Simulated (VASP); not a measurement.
# C in VASP: relaxation of the atoms with PBE+D3(BJ)

Aim: the relaxation of the atoms of C with PBE+D3(BJ).

Everything below comes from runs of VASP 6.6.1. Logs are shortened: lines on timing, memory, paths and dates and some standing lists are left out, and cuts for length are marked.

## 1. The cell of the first run

The cell holds a slab with vacuum, 4 atoms: a = 2.466 Å, b = 2.466 Å, c = 17.500 Å, α = 90.00°, β = 90.00°, γ = 120.00°.

## 2. Relaxation of the atoms, PBE+D3(BJ)

The input, INCAR:

```
SYSTEM = C
PREC = Accurate
ENCUT = 520
EDIFF = 1E-7
ISMEAR = 0
SIGMA = 0.1
LREAL = .False.
LASPH = .True.
NELM = 120
ALGO = Normal
ISIF = 2
LWAVE = .False.
LCHARG = .False.
LDIPOL = .True.
IDIPOL = 3
DIPOL = 0.5 0.5 0.356
GGA = PE
IVDW = 12
IBRION = 2
NSW = 40
EDIFFG = -0.003
GGA_COMPAT = .False.
NELMIN = 4
NELMDL = -8
```

The input, KPOINTS:

```
regular mesh
0
Gamma
  15 15 1
  0 0 0
```

The input, POSCAR:

```
C
1.0
    2.4656677095      0.0000000000      0.0000000000
   -1.2328338548      2.1353308737      0.0000000000
    0.0000000000      0.0000000000     17.5000661139
C
4
Selective dynamics
Direct
    0.6666666667      0.3333333333      0.2571425804  F F T
    0.3333333333      0.6666666667      0.2571428988  F F F
    1.0000000000      1.0000000000      0.4546382859  F F T
    0.6666666667      1.3333333333      0.4546382859  F F T
```

Potentials or basis: VASP PAW PBE potentials, release 64 (C).

Run with:

```
> cat potpaw_PBE.64/C/POTCAR > POTCAR
> mpirun -np 1 vasp_std > vasp.out
```

OUTCAR:

```text
SYSTEM = C
   PREC = Accurate
   ENCUT = 520
   EDIFF = 1E-7
   ISMEAR = 0
   LREAL = .False.
   LASPH = .True.
   NELM = 120
   ISIF = 2
   GGA = PE
   IVDW = 12
   IBRION = 2
   NSW = 40
   EDIFFG = -0.003
   NELMIN = 4
   NELMDL = -8
 IVDW          = 12

 ion  position               nearest neighbor table
   1  0.667  0.333  0.257-   2 1.42   2 1.42   2 1.42
   2  0.333  0.667  0.257-   1 1.42   1 1.42   1 1.42
   3  0.000  0.000  0.455-   4 1.42   4 1.42   4 1.42
   4  0.667  0.333  0.455-   3 1.42   3 1.42   3 1.42

  LATTYP: Found a hexagonal cell.
 ALAT       =     2.4656677095
 C/A-ratio  =     7.0974957601

  Lattice vectors:

 A1 = (   2.4656677095,   0.0000000000,   0.0000000000)
 A2 = (  -1.2328338548,   2.1353308737,   0.0000000000)
 A3 = (   0.0000000000,   0.0000000000,  17.5000661139)

Analysis of symmetry for initial positions (statically):
=====================================================================
 Subroutine PRICEL returns:
 Original cell was already a primitive cell.

 Routine SETGRP: Setting up the symmetry group for a
 hexagonal supercell.

 Subroutine GETGRP returns: Found 12 space group operations
 (whereof  6 operations were pure point group operations)
 out of a pool of 24 trial point group operations.

The static configuration has the point symmetry C_3v.
 The point group associated with its full space group is D_3d.

Analysis of symmetry for dynamics (positions and initial velocities):
=====================================================================
 Subroutine PRICEL returns:
 Original cell was already a primitive cell.

 Routine SETGRP: Setting up the symmetry group for a
 hexagonal supercell.

 Subroutine GETGRP returns: Found 12 space group operations
 (whereof  6 operations were pure point group operations)
 out of a pool of 24 trial point group operations.

The dynamic configuration has the point symmetry C_3v.
 The point group associated with its full space group is D_3d.

Analysis of constrained symmetry for selective dynamics:
=====================================================================
 Subroutine PRICEL returns:
 Original cell was already a primitive cell.

 Routine SETGRP: Setting up the symmetry group for a
 hexagonal supercell.

 Subroutine GETGRP returns: Found  6 space group operations
 (whereof  6 operations were pure point group operations)
 out of a pool of 24 trial point group operations.

The constrained configuration has the point symmetry C_3v.

 Subroutine INISYM returns: Found  6 space group operations
 (whereof  6 operations are pure point group operations),
 and found     1 'primitive' translations

----------------------------------------------------------------------------------------

                                     Primitive cell

  volume of cell :      92.1381

  direct lattice vectors                    reciprocal lattice vectors
     2.465667709  0.000000000  0.000000000     0.405569654  0.234155749  0.000000000
    -1.232833855  2.135330874  0.000000000     0.000000000  0.468311498  0.000000000
     0.000000000  0.000000000 17.500066114     0.000000000  0.000000000  0.057142641

  length of vectors
     2.465667709  2.465667710 17.500066114     0.468311498  0.468311498  0.057142641

  position of ions in fractional coordinates (direct lattice)
     0.666666667  0.333333333  0.257142580
     0.333333333  0.666666667  0.257142899
     0.000000000  0.000000000  0.454638286
     0.666666667  0.333333333  0.454638286

  ion indices of the primitive-cell ions
   primitive index   ion index
                 1           1
                 2           2
                 3           3
                 4           4

----------------------------------------------------------------------------------------

 KPOINTS: regular mesh

Automatic generation of k-mesh.
 Grid dimensions read from file:
 generate k-points for:   15   15    1

 Generating k-lattice:

  Cartesian coordinates                     Fractional coordinates (reciprocal lattice)
     0.027037977  0.015610383  0.000000000     0.066666667  0.000000000  0.000000000
[... 21 lines left out ...]
  0.333333  0.000000  0.000000      6.000000
[... 16 lines left out ...]
  0.333333  0.200000  0.000000     12.000000
  0.400000  0.200000  0.000000      6.000000
 [... further k-points ...]
   k-points           NKPTS =     27   k-points in BZ     NKDIM =     27   number of bands    NBANDS=     12
   number of dos      NEDOS =    301   number of ions     NIONS =      4
   total plane-waves  NPLWV =  45360
   dimension x,y,z NGX =    18 NGY =   18 NGZ =  140
   dimension x,y,z NGXF=    36 NGYF=   36 NGZF=  280
   ions per type =               4
   NGX,Y,Z   is equivalent  to a cutoff of  12.14, 12.14, 13.30 a.u.
   NGXF,Y,Z  is equivalent  to a cutoff of  24.27, 24.27, 26.60 a.u.
 SYSTEM =  C
   PREC   = accura    normal or accurate (medium, high low for compatibility)
   ISTART =      0    job   : 0-new  1-cont  2-samecut
   ICHARG =      2    charge: 1-file 2-atom 10-const
   ISPIN  =      1    spin polarized calculation?
   LNONCOLLINEAR =      F non collinear calculations
   LSORBIT =      F    spin-orbit coupling
   LASPH  =      T    aspherical Exc in radial PAW
   ENCUT  =  520.0 eV  38.22 Ry    6.18 a.u.   4.58  4.58 32.54*2*pi/ulx,y,z
   NELM   =    120;   NELMIN=  4; NELMDL= -8     # of ELM steps
   EDIFF  = 0.1E-06   stopping-criterion for ELM
   LREAL  =      F    real-space projection
   EDIFFG = -.3E-02   stopping-criterion for IOM
   NSW    =     40    number of steps for IOM
   IBRION =      2    ionic relax: 0-MD 1-quasi-New 2-CG
   NFREE  =      1    steps in history (QN), initial steepest desc. (CG)
   ISIF   =      2    stress and relaxation
   ISYM   =      2    0-nonsym 1-usesym 2-fastsym
   POTIM  = 0.5000    time-step for ionic-motion
   TEBEG  =    0.0;   TEEND  =   0.0 temperature during run
   PSTRESS=    0.0 pullay stress
   NELECT =      16.0000    total number of electrons
   NUPDOWN=      -1.0000    fix difference up-down
   EMIN   =  10.00;   EMAX   =-10.00  energy-range for DOS
   EFERMI =   0.00;   METHOD = LEGACY
   ISMEAR =     0;   SIGMA  =   0.10  broadening in eV -4-tet -1-fermi 0-gaus
   EFERMI_NEDOS =   21; number of points for ismear=-14 and -15
   IALGO  =     38    algorithm
   IMIX   =      4    mixing-type and parameters
     AMIX     =   0.40;   BMIX     =  1.00
     AMIX_MAG =   1.60;   BMIX_MAG =  1.00
  volume/ion in A,a.u.               =      23.03       155.44
  Fermi-wavevector in a.u.,A,eV,Ry     =   0.913345  1.725972 11.349976  0.834200
  Thomas-Fermi vector in A             =   2.037846
   LORBIT       =      0    0 simple, 1 ext, 2 COOP (PROOUT), +10 PAW based schemes
   GGA     = PE    functional components
   LHFCALC =     F    Hartree Fock is set to
   AEXX    =    0.0000 exact exchange contribution
   IVDW    =    12    specifies the selected vdW correction
   LEPSILON=     F    determine dielectric tensor
   LRPA    =     F    only Hartree local field effects (RPA)
 conjugate gradient relaxation of ions
 non-spin polarized calculation
 Gauss-broadening in eV      SIGMA  =   0.10
  energy-cutoff  :      520.00
  volume of cell :       92.14
 maximum number of plane-waves:      2521
   NGX =  9   NGY =  9   NGZ = 65

--------------------------------------- Ionic step        1  -------------------------------------------

 number of electron      15.9999996 magnetization

 Free energy of the ion-electron system (eV)
  ---------------------------------------------------
  ext. energy  EPLUGINS =         0.00000000
  ---------------------------------------------------
  free energy    TOTEN  =       -36.88208520 eV

  energy without entropy =      -36.88108182  energy(sigma->0) =      -36.88158351

------------------------ aborting loop because EDIFF is reached ----------------------------------------

 Edisp (eV)   -0.46985

 E8    (eV) :    -0.1400
[... 111 lines left out ...]
  FREE ENERGIE OF THE ION-ELECTRON SYSTEM (eV)
  ---------------------------------------------------
  free  energy   TOTEN  =       -37.3519488715 eV

  energy  without entropy=      -37.3509455181  energy(sigma->0) =      -37.35144719

[... ionic steps 4 to 12 ...]

--------------------------------------- Ionic step       13  -------------------------------------------

 number of electron      15.9999996 magnetization

------------------------ aborting loop because EDIFF is reached ----------------------------------------
[... 73 lines left out ...]
  FREE ENERGIE OF THE ION-ELECTRON SYSTEM (eV)
  ---------------------------------------------------
  free  energy   TOTEN  =       -37.3523386683 eV

  energy  without entropy=      -37.3513355970  energy(sigma->0) =      -37.35183713

 dipolmoment           0.000000      0.000000     -0.000007 electrons x Angstroem

--------------------------------------- Ionic step       15  -------------------------------------------

 number of electron      15.9999996 magnetization

 dipolmoment           0.000000      0.000000      0.000014 electrons x Angstroem

 Free energy of the ion-electron system (eV)
  ---------------------------------------------------
  ext. energy  EPLUGINS =         0.00000000
  ---------------------------------------------------
  free energy    TOTEN  =       -36.87694920 eV

  energy without entropy =      -36.87594614  energy(sigma->0) =      -36.87644767

 E-fermi :  -0.8373     XC(G=0):  -4.4349

 val. band max:       -0.8372889802   @ k =   0.3333   0.3333   0.0000
 cond. band min:      -0.8372342259   @ k =   0.3333   0.3333   0.0000
 fundamental gap:      0.0000547544
 Fermi energy:        -0.8372611300

 k-point     1 :       0.0000    0.0000    0.0000
  band No.  band energies     occupation
      1     -20.4168      2.00000
      2     -20.2801      2.00000
      3      -8.8922      2.00000
      4      -7.9773      2.00000
      5      -3.8688      2.00000
      6      -3.8688      2.00000
      7      -3.8607      2.00000
      8      -3.8607      2.00000
      9       2.5710      0.00000
     10       3.0253      0.00000
     11       3.9663      0.00000
     12       5.7094      0.00000
[... 331 lines left out ...]
 k-point    24 :       0.4000    0.2000    0.0000
  band No.  band energies     occupation
      1     -14.5222      2.00000
      2     -14.4742      2.00000
      3     -13.5216      2.00000
      4     -13.4909      2.00000
      5      -9.6908      2.00000
      6      -9.6446      2.00000
      7      -2.5142      2.00000
      8      -2.1894      2.00000
      9       0.4466      0.00000
     10       0.5305      0.00000
     11       9.7779      0.00000
     12      10.0730      0.00000

 [... further k-points ...]

------------------------ aborting loop because EDIFF is reached ----------------------------------------

 vacuum level on the upper side and lower side of the slab       (xc-potential included)        -0.037        -0.037

 Edisp (eV)   -0.47550

 E8    (eV) :    -0.1420

  FORCE on cell =-STRESS in cart. coord.  units (eV):
  Direction    XX          YY          ZZ          XY          YZ          ZX
  --------------------------------------------------------------------------------------
  -------------------------------------------------------------------------------------
  Total       0.12077     0.12077    -0.02656    -0.00000     0.00000    -0.00000
  in kB       2.10004     2.10004    -0.46191    -0.00000     0.00000    -0.00000
  external pressure =        1.25 kB  Pullay stress =        0.00 kB
[... 19 lines left out ...]
  FREE ENERGIE OF THE ION-ELECTRON SYSTEM (eV)
  ---------------------------------------------------
  free  energy   TOTEN  =       -37.3524465416 eV

  energy  without entropy=      -37.3514434778  energy(sigma->0) =      -37.35194501

 reached required accuracy - stopping structural energy minimisation

 vacuum level on the upper side and lower side of the slab         3.423         3.423
```

Wall time 5 min (1 thread of AMD EPYC 7R43 (Zen 3), shared host); peak memory 0.17 GiB.

What came out:

```
Free energy                : -37.3524 eV
Energy gained by relaxing  : 0.1 meV/atom
Ionic steps                : 15
Band gap on the k mesh     : zero (filled and empty bands touch)
Dispersion energy per atom : -0.119 eV
```

Step by step:
```
step  energy change (eV)  largest force on free atoms (eV/Å)  pressure (GPa)
   1              0.0000                              0.0164            0.10
   2              0.0000                              0.0129            0.10
   3              0.0000                              0.0160            0.10
   4              0.0000                              0.0090            0.10
   5              0.0000                              0.0160            0.10
   6              0.0000                              0.0160            0.10
   7             -0.0001                              0.0156            0.10
   8             -0.0001                              0.0153            0.10
   9             -0.0002                              0.0150            0.10
  10             -0.0003                              0.0141            0.11
  11             -0.0004                              0.0127            0.12
  12             -0.0005                              0.0104            0.13
  13             -0.0005                              0.0113            0.13
  14             -0.0004                              0.0599            0.12
  15             -0.0005                              0.0004            0.12
```

Final structure:
```
CELL_PARAMETERS angstrom
2.46567 0.00000 0.00000
-1.23283 2.13533 0.00000
0.00000 0.00000 17.50007
ATOMIC_POSITIONS crystal
C 0.66667 0.33333 0.25718
C 0.33333 0.66667 0.25714
C 0.00000 0.00000 0.45127
C 0.66667 0.33333 0.45124
```
